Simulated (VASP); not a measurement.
# TaN (rocksalt type) (Fm-3m) in VASP: notebook, part 2 of 2

VASP 6.6.1.

**3. Single point, PBE**

Contents of INCAR:

```
SYSTEM = TaN
ALGO = Normal
EDIFF = 1E-7
ENCUT = 520
GGA = PE
ISIF = 2
ISMEAR = -1
LASPH = .True.
LCHARG = .False.
LREAL = .False.
LWAVE = .False.
NBANDS = 15
NELM = 100
PREC = Accurate
SIGMA = 0.05
```

Contents of KPOINTS:

```
k-points
0
Gamma
  17 17 17
  0 0 0
```

Contents of POSCAR:

```
TaN
1.0
    0.0000000000      2.0328472610      2.0328472610
    2.0328472610      0.0000000000      2.0328472610
    2.0328472610      2.0328472610      0.0000000000
Ta N
1 1
Direct
    0.0000000000      0.0000000000      0.0000000000
    0.5000000000      0.5000000000      0.5000000000
```

Potentials or basis: VASP PAW PBE potentials, release 64 (Ta_pv, N).

The run is started by

```
$ cat potpaw_PBE.64/Ta_pv/POTCAR potpaw_PBE.64/N/POTCAR > POTCAR
$ mpirun -np 1 vasp_std > vasp.out
```

OUTCAR:

```text
SYSTEM = TaN
   EDIFF = 1E-7
   ENCUT = 520
   GGA = PE
   ISIF = 2
   ISMEAR = -1
   LASPH = .True.
   LREAL = .False.
   NELM = 100
   PREC = Accurate

 ion  position               nearest neighbor table
   1  0.000  0.000  0.000-   2 2.03   2 2.03   2 2.03   2 2.03   2 2.03   2 2.03
   2  0.500  0.500  0.500-   1 2.03   1 2.03   1 2.03   1 2.03   1 2.03   1 2.03

  LATTYP: Found a face centered cubic cell.
 ALAT       =     4.0656945220

  Lattice vectors:

 A1 = (   0.0000000000,   2.0328472610,   2.0328472610)
 A2 = (   2.0328472610,   0.0000000000,   2.0328472610)
 A3 = (   2.0328472610,   2.0328472610,   0.0000000000)

Analysis of symmetry for initial positions (statically):
=====================================================================
 Subroutine PRICEL returns:
 Original cell was already a primitive cell.

 Routine SETGRP: Setting up the symmetry group for a
 face centered cubic supercell.

 Subroutine GETGRP returns: Found 48 space group operations
 (whereof 48 operations were pure point group operations)
 out of a pool of 48 trial point group operations.

The static configuration has the point symmetry O_h .

Analysis of symmetry for dynamics (positions and initial velocities):
=====================================================================
 Subroutine PRICEL returns:
 Original cell was already a primitive cell.

 Routine SETGRP: Setting up the symmetry group for a
 face centered cubic supercell.

 Subroutine GETGRP returns: Found 48 space group operations
 (whereof 48 operations were pure point group operations)
 out of a pool of 48 trial point group operations.

The dynamic configuration has the point symmetry O_h .

 Subroutine INISYM returns: Found 48 space group operations
 (whereof 48 operations are pure point group operations),
 and found     1 'primitive' translations

----------------------------------------------------------------------------------------

                                     Primitive cell

[... 114 lines left out ...]
   LORBIT       =      0    0 simple, 1 ext, 2 COOP (PROOUT), +10 PAW based schemes
   GGA     = PE    functional components
   LHFCALC =     F    Hartree Fock is set to
   AEXX    =    0.0000 exact exchange contribution
   IVDW    =     0    specifies the selected vdW correction
   LEPSILON=     F    determine dielectric tensor
   LRPA    =     F    only Hartree local field effects (RPA)
 non-spin polarized calculation
  energy-cutoff  :      520.00
  volume of cell :       16.80
 maximum number of plane-waves:       467
 NGX is ok and might be reduce to    24
   NGX = 11   NGY = 11   NGZ = 11

 number of electron      16.0000000 magnetization

 Free energy of the ion-electron system (eV)
  ---------------------------------------------------
  ext. energy  EPLUGINS =         0.00000000
  ---------------------------------------------------
  free energy    TOTEN  =       -20.10484047 eV

  energy without entropy =      -20.10067028  energy(sigma->0) =      -20.10275537

 E-fermi :  12.3589     XC(G=0): -14.7909

 val. band max:       12.3550041697   @ k =  -0.2941   0.2353   0.0588
 cond. band min:      12.4493661372   @ k =  -0.2941   0.0588   0.0000
 fundamental gap:      0.0943619675
 Fermi energy:        12.3588853403

 k-point     1 :       0.0000    0.0000    0.0000
  band No.  band energies     occupation
      1     -22.8949      2.00000
      2     -22.8949      2.00000
      3     -22.8949      2.00000
      4      -8.4115      2.00000
      5       7.9155      2.00000
      6       7.9155      2.00000
      7       7.9155      2.00000
      8       9.5337      2.00000
      9       9.5337      2.00000
     10       9.5337      2.00000
     11      12.5188      0.07843
     12      12.5188      0.07843
     13      16.2691      0.00000
     14      21.8778      0.00000
[... 401 lines left out ...]
      2     -22.9832      2.00000
      3     -22.9046      2.00000
      4      -7.5905      2.00000
      5       5.4825      2.00000
      6       5.8902      2.00000
      7       6.5244      2.00000
      8      10.0871      2.00000
      9      10.4446      2.00000
     10      11.1519      2.00000
     11      13.9784      0.00000
     12      15.5629      0.00000
     13      17.6885      0.00000
     14      23.9564      0.00000
     15      25.3350      0.00000

 [... further k-points ...]
[... 5 lines left out ...]
  --------------------------------------------------------------------------------------
  -------------------------------------------------------------------------------------
  Total       15.1505583     15.1505583     15.1505583     -0.0000000      0.0000000      0.0000000
  in kB     1444.7575620   1444.7575620   1444.7575620     -0.0000000      0.0000000      0.0000000
  external PRESSURE =    1444.7575620 kB  Pullay stress =       0.0000000 kB

 VOLUME and BASIS-vectors are now :
 -----------------------------------------------------------------------------
  energy-cutoff  :      520.00
  volume of cell :       16.80
      direct lattice vectors                 reciprocal lattice vectors
     0.000000000  2.032847261  2.032847261    -0.245960437  0.245960437  0.245960437
     2.032847261  0.000000000  2.032847261     0.245960437 -0.245960437  0.245960437
     2.032847261  2.032847261  0.000000000     0.245960437  0.245960437 -0.245960437

 POSITION                                       TOTAL-FORCE (eV/Angst)
 -----------------------------------------------------------------------------------
      0.00000      0.00000      0.00000        -0.000000     -0.000000     -0.000000
      2.03285      2.03285      2.03285         0.000000      0.000000      0.000000
 -----------------------------------------------------------------------------------
    total drift:                                0.000000     -0.000000     -0.000000

  FREE ENERGIE OF THE ION-ELECTRON SYSTEM (eV)
  ---------------------------------------------------
  free  energy   TOTEN  =       -20.1048404664 eV

  energy  without entropy=      -20.1006702806  energy(sigma->0) =      -20.10275537
```

OSZICAR:

```text
N       E                     dE             d eps       ncg     rms          rms(c)
DAV:   1     0.985906677625E+02    0.98591E+02   -0.86484E+03  4973   0.116E+03
DAV:   2    -0.206238874349E+02   -0.11921E+03   -0.11324E+03  5888   0.321E+02
DAV:   3    -0.232812645739E+02   -0.26574E+01   -0.26434E+01  5496   0.468E+01
DAV:   4    -0.232892144148E+02   -0.79498E-02   -0.79487E-02  6182   0.273E+00
DAV:   5    -0.232892371417E+02   -0.22727E-04   -0.22725E-04  5588   0.142E-01    0.397E+01
DAV:   6    -0.201627121247E+02    0.31265E+01   -0.54336E+00  5891   0.283E+01    0.175E+01
DAV:   7    -0.201344670741E+02    0.28245E-01   -0.42199E-01  5195   0.567E+00    0.106E+01
DAV:   8    -0.201089727810E+02    0.25494E-01   -0.45465E-02  5832   0.178E+00    0.233E+00
DAV:   9    -0.201048599004E+02    0.41129E-02   -0.80872E-03  5426   0.777E-01    0.251E-01
DAV:  10    -0.201048736649E+02   -0.13765E-04   -0.49783E-04  5377   0.278E-01    0.987E-02
DAV:  11    -0.201048416007E+02    0.32064E-04   -0.63023E-05  5559   0.893E-02    0.478E-02
DAV:  12    -0.201048408021E+02    0.79865E-06   -0.54547E-06  5279   0.238E-02    0.796E-03
DAV:  13    -0.201048404373E+02    0.36477E-06   -0.28568E-07  5601   0.446E-03    0.589E-03
DAV:  14    -0.201048404664E+02   -0.29095E-07   -0.28035E-08  2503   0.151E-03
   1 F= -.20104840E+02 E0= -.20102755E+02  d E =-.417019E-02
```

stdout:

```text
POSCAR found type information on POSCAR TaN
 POSCAR found :  2 types and       2 ions
 scaLAPACK will be used
 LDA part: xc-table for (Slater+PW92), standard interpolation
 POSCAR, INCAR and KPOINTS ok, starting setup
 FFT: planning ... GRIDC
 FFT: planning ... GRID_SOFT
 FFT: planning ... GRID
 WAVECAR not read
 entering main loop
```

Run time: 14 s. Hardware: 1 thread of Intel Xeon 6975P-C (Granite Rapids), shared host; peak memory 0.17 GiB.

Results:

```yaml
Free_energy: -20.1048 eV
Pressure: 144.5 GPa
Band_gap_on_the_k_mesh: zero (band 8 reaches 15.02 eV, above the bottom of band 9 at 9.53 eV)
```

Caveat: spin-orbit coupling is left out, which moves the levels of the heavy elements.

**4. Relaxation of cell and atoms, PBE, target pressure 140 GPa, at which the enthalpy is minimised**

Contents of INCAR:

```
SYSTEM = TaN
ALGO = Normal
EDIFF = 1E-6
EDIFFG = -0.005
ENCUT = 600
GGA = PE
IBRION = 2
ISIF = 3
ISMEAR = -1
LASPH = .True.
LCHARG = .False.
LREAL = .False.
LWAVE = .False.
NELM = 60
NSW = 60
PREC = Accurate
PSTRESS = 1400.0
SIGMA = 0.05
```

KPOINTS is that of step 3.

Contents of POSCAR:

```
TaN
1.0
    0.0000000000      2.0330843887      2.0330843887
    2.0330843887      0.0000000000      2.0330843887
    2.0330843887      2.0330843887      0.0000000000
Ta N
1 1
Direct
    0.0000000000      0.0000000000      0.0000000000
    0.5000000000      0.5000000000      0.5000000000
```

Potentials or basis: VASP PAW PBE potentials, release 64 (Ta_pv, N).

The run is started by

```
$ cat potpaw_PBE.64/Ta_pv/POTCAR potpaw_PBE.64/N/POTCAR > POTCAR
$ mpirun -np 1 vasp_std > vasp.out
```

OUTCAR:

```text
SYSTEM = TaN
   EDIFF = 1E-6
   EDIFFG = -0.005
   ENCUT = 600
   GGA = PE
   IBRION = 2
   ISIF = 3
   ISMEAR = -1
   LASPH = .True.
   LREAL = .False.
   NELM = 60
   NSW = 60
   PREC = Accurate
   PSTRESS = 1400.0

 ion  position               nearest neighbor table
   1  0.000  0.000  0.000-   2 2.03   2 2.03   2 2.03   2 2.03   2 2.03   2 2.03
   2  0.500  0.500  0.500-   1 2.03   1 2.03   1 2.03   1 2.03   1 2.03   1 2.03

  LATTYP: Found a face centered cubic cell.
 ALAT       =     4.0661687774

  Lattice vectors:

 A1 = (   0.0000000000,   2.0330843887,   2.0330843887)
 A2 = (   2.0330843887,   0.0000000000,   2.0330843887)
 A3 = (   2.0330843887,   2.0330843887,   0.0000000000)

Analysis of symmetry for initial positions (statically):
=====================================================================
 Subroutine PRICEL returns:
 Original cell was already a primitive cell.

 Routine SETGRP: Setting up the symmetry group for a
 face centered cubic supercell.

 Subroutine GETGRP returns: Found 48 space group operations
 (whereof 48 operations were pure point group operations)
 out of a pool of 48 trial point group operations.

The static configuration has the point symmetry O_h .

Analysis of symmetry for dynamics (positions and initial velocities):
=====================================================================
 Subroutine PRICEL returns:
 Original cell was already a primitive cell.

 Routine SETGRP: Setting up the symmetry group for a
 face centered cubic supercell.

 Subroutine GETGRP returns: Found 48 space group operations
 (whereof 48 operations were pure point group operations)
 out of a pool of 48 trial point group operations.

The dynamic configuration has the point symmetry O_h .

 Subroutine INISYM returns: Found 48 space group operations
 (whereof 48 operations are pure point group operations),
 and found     1 'primitive' translations

----------------------------------------------------------------------------------------
[... 125 lines left out ...]
 non-spin polarized calculation
  energy-cutoff  :      600.00
  volume of cell :       16.81
 maximum number of plane-waves:       572
   NGX = 11   NGY = 11   NGZ = 11

--------------------------------------- Ionic step        1  -------------------------------------------

 number of electron      16.0000000 magnetization

 Free energy of the ion-electron system (eV)
  ---------------------------------------------------
  ext. energy  EPLUGINS =         0.00000000
  ---------------------------------------------------
  free energy    TOTEN  =       -20.11211791 eV

  energy without entropy =      -20.10794593  energy(sigma->0) =      -20.11003192

------------------------ aborting loop because EDIFF is reached ----------------------------------------

  FORCE on cell =-STRESS in cart. coord.  units (eV):
  Direction    XX          YY          ZZ          XY          YZ          ZX
  --------------------------------------------------------------------------------------
  -------------------------------------------------------------------------------------
  Total       15.1160958     15.1160958     15.1160958      0.0000000      0.0000000     -0.0000000
  in kB     1440.9669023   1440.9669023   1440.9669023      0.0000000      0.0000000     -0.0000000
  external PRESSURE =      40.9669023 kB  Pullay stress =    1400.0000000 kB
[... 63 lines left out ...]
--------------------------------------- Ionic step        3  -------------------------------------------

 number of electron      16.0000000 magnetization

 Free energy of the ion-electron system (eV)
  ---------------------------------------------------
  ext. energy  EPLUGINS =         0.00000000
  ---------------------------------------------------
  free energy    TOTEN  =       -20.18220659 eV

  energy without entropy =      -20.17801751  energy(sigma->0) =      -20.18011205

 E-fermi :  12.2949     XC(G=0): -14.7611

 val. band max:       12.2912402886   @ k =  -0.2941   0.2353   0.0588
 cond. band min:      12.3850438255   @ k =  -0.2941   0.0588   0.0000
 fundamental gap:      0.0938035369
 Fermi energy:        12.2949247799

 k-point     1 :       0.0000    0.0000    0.0000
  band No.  band energies     occupation
      1     -22.9704      2.00000
      2     -22.9704      2.00000
      3     -22.9704      2.00000
      4      -8.4366      2.00000
      5       7.8636      2.00000
      6       7.8636      2.00000
      7       7.8636      2.00000
      8       9.4875      2.00000
      9       9.4875      2.00000
     10       9.4875      2.00000
     11      12.4527      0.08172
     12      12.4527      0.08172
[... 331 lines left out ...]
 k-point    24 :      -0.1176    0.0588    0.0000
  band No.  band energies     occupation
      1     -23.3920      2.00000
      2     -23.0572      2.00000
      3     -22.9801      2.00000
      4      -7.6243      2.00000
      5       5.4409      2.00000
      6       5.8524      2.00000
      7       6.4817      2.00000
      8      10.0377      2.00000
      9      10.3912      2.00000
     10      11.0948      2.00000
     11      13.8998      0.00000
     12      15.4763      0.00000

 [... further k-points ...]
[... 5 lines left out ...]
  --------------------------------------------------------------------------------------
  -------------------------------------------------------------------------------------
  Total       14.7512169     14.7512169     14.7512169      0.0000000      0.0000000     -0.0000000
  in kB     1399.5990446   1399.5990446   1399.5990446      0.0000000      0.0000000     -0.0000000
  external PRESSURE =      -0.4009554 kB  Pullay stress =    1400.0000000 kB
[... 21 lines left out ...]
  energy  without entropy=      -20.1780175079  energy(sigma->0) =      -20.18011205

  enthalpy is  TOTEN    =        -5.4267637755 eV   P V=       14.7554428184

 reached required accuracy - stopping structural energy minimisation
```

CONTCAR:

```text
TaN
   1.00000000000000
     0.0000000000000000    2.0362679834081443    2.0362679834081443
     2.0362679834081443    0.0000000000000000    2.0362679834081443
     2.0362679834081443    2.0362679834081443    0.0000000000000000
  Ta              N
     1     1
Direct
     0.0000000000000000    0.0000000000000000    0.0000000000000000
     0.5000000000000000    0.5000000000000000    0.5000000000000000

  0.00000000E+00  0.00000000E+00  0.00000000E+00
  0.00000000E+00  0.00000000E+00  0.00000000E+00
```

Wall time 37 s (1 thread of Intel Xeon Platinum 8488C (Sapphire Rapids), shared host); peak memory 0.17 GiB.

Results:

```yaml
Free_energy: -20.1822 eV
Relaxed_volume: 8.44 Å³/atom
Relaxed_cell: a = 2.880 Å, b = 2.880 Å, c = 2.880 Å, α = 60.00°, β = 60.00°, γ = 60.00°
Space_group_after_relaxing_to_0.05_Å: Fm-3m (No. 225)
Energy_change_on_relaxing_the_enthalpy_is_what_falls: -35.0 meV/atom
Ionic_steps: 3
Pressure_after_relaxing: 140.0 GPa
Band_gap_on_the_k_mesh: zero (band 8 reaches 14.94 eV, above the bottom of band 9 at 9.49 eV)
```

The path:
| step | energy change (eV) | largest force (eV/Å) | pressure (GPa) | volume (Å³) |
| --- | --- | --- | --- | --- |
| 1 | 0.0000 | 0.0000 | 144.10 | 16.81 |
| 2 | -0.4309 | 0.0000 | 118.01 | 17.34 |
| 3 | -0.0701 | 0.0000 | 139.96 | 16.89 |

Final structure:
```
Ta N
1.0
     0.00000    2.03627    2.03627
     2.03627    0.00000    2.03627
     2.03627    2.03627    0.00000
Ta N
1 1
Cartesian
  0.0000 0.0000 0.0000
  2.0363 2.0363 2.0363
```

Levels at points of the mesh, in eV from the Fermi level:
```csv
k point,band 4,band 5,band 6,band 7,band 8,band 9,band 10,band 11,band 12
"(0.00, 0.00, 0.00)",-20.73,-4.43,-4.43,-4.43,-2.81,-2.81,-2.81,0.16,0.16
```

Caveat: the cell is relaxed towards a set pressure, so the enthalpy falls and the energy may rise; spin-orbit coupling is left out, which moves the levels of the heavy elements.

**5. Relaxation of cell and atoms, PBE, target pressure 140 GPa, at which the enthalpy is minimised**

Contents of INCAR:

```
PREC = Accurate ; ENCUT = 600
EDIFF = 1E-6 ; ISMEAR = -1
SIGMA = 0.05 ; LREAL = False
LASPH = True ; NELM = 80
ALGO = Normal ; ISIF = 3
LWAVE = False ; LCHARG = False
GGA = PE ; IBRION = 2
NSW = 32 ; EDIFFG = -0.005
PSTRESS = 1400.0
```

Contents of KPOINTS:

```
Automatic mesh
0
Gamma
  17 17 17
```

Contents of POSCAR:

```
TaN
1.0
    0.0000000000      2.0339401862      2.0339401862
    2.0339401862      0.0000000000      2.0339401862
    2.0339401862      2.0339401862      0.0000000000
Ta N
1 1
Direct
    0.0000000000      0.0000000000      0.0000000000
    0.5000000000      0.5000000000      0.5000000000
```

The run is started by

```
$ cat potpaw_PBE.64/Ta_pv/POTCAR potpaw_PBE.64/N/POTCAR > POTCAR
$ mpirun -np 1 vasp_std > vasp.out
```

Wall time 44 s (1 thread of Intel Xeon Platinum 8488C (Sapphire Rapids), shared host); peak memory 0.18 GiB.

It converged, with:

```yaml
Free_energy: -20.1818 eV
Relaxed_volume: 8.44 Å³/atom
Relaxed_cell: a = 2.880 Å, b = 2.880 Å, c = 2.880 Å, α = 60.00°, β = 60.00°, γ = 60.00°
Space_group_after_relaxing_to_0.05_Å: Fm-3m (No. 225)
Energy_change_on_relaxing_the_enthalpy_is_what_falls: -25.3 meV/atom
Ionic_steps: 3
Pressure_after_relaxing: 140.0 GPa
Band_gap_on_the_k_mesh: zero (band 8 reaches 14.94 eV, above the bottom of band 9 at 9.49 eV)
```

The path:
```
step  energy change (eV)  largest force (eV/Å)  pressure (GPa)  volume (Å³)
   1              0.0000                0.0000          142.97        16.83
   2             -0.3186                0.0000          123.79        17.21
   3             -0.0506                0.0000          139.99        16.89
```

Final structure:
```yaml
crystal:
  lattice:
    - [0.00000, 2.03625, 2.03625]
    - [2.03625, 0.00000, 2.03625]
    - [2.03625, 2.03625, 0.00000]
  atoms:
    - { symbol: Ta, position: [0.00000, 0.00000, 0.00000] }
    - { symbol: N, position: [0.50000, 0.50000, 0.50000] }
```

Levels at points of the mesh, in eV from the Fermi level:
```csv
k point,band 6,band 7,band 8,band 9,band 10,band 11
"(0.00, 0.00, 0.00)",-4.43,-4.43,-2.81,-2.81,-2.81,0.16
```

Caveat: the cell is relaxed towards a set pressure, so the enthalpy falls and the energy may rise; spin-orbit coupling is left out, which moves the levels of the heavy elements.

**6. Summary**

```tsv
task	cell	cutoff (eV)	gap on the mesh (eV)	pressure (GPa)
single point	a = 2.876 Å, angles 60.0°, 2 atoms	520	none	143.0
single point	a = 2.875 Å, angles 60.0°, 2 atoms	520	none	144.5
relaxation of cell and atoms	relaxed to 140 GPa from a = 2.875 Å, angles 60.0°, 2 atoms	600	none	140.0
relaxation of cell and atoms	relaxed to 140 GPa from a = 2.876 Å, angles 60.0°, 2 atoms	600	none	140.0
```

Alike in all rows: level PBE; potentials or basis VASP PAW PBE potentials, release 64 (Ta_pv, N); no spin polarisation; k mesh 17 × 17 × 17; smearing fermi-dirac 0.05 eV.

Caveats: spin-orbit coupling is left out, which moves the levels of the heavy elements; the cell is relaxed towards a set pressure, so the enthalpy falls and the energy may rise (some runs).

Absolute energies hang on the potentials; compare differences alone.
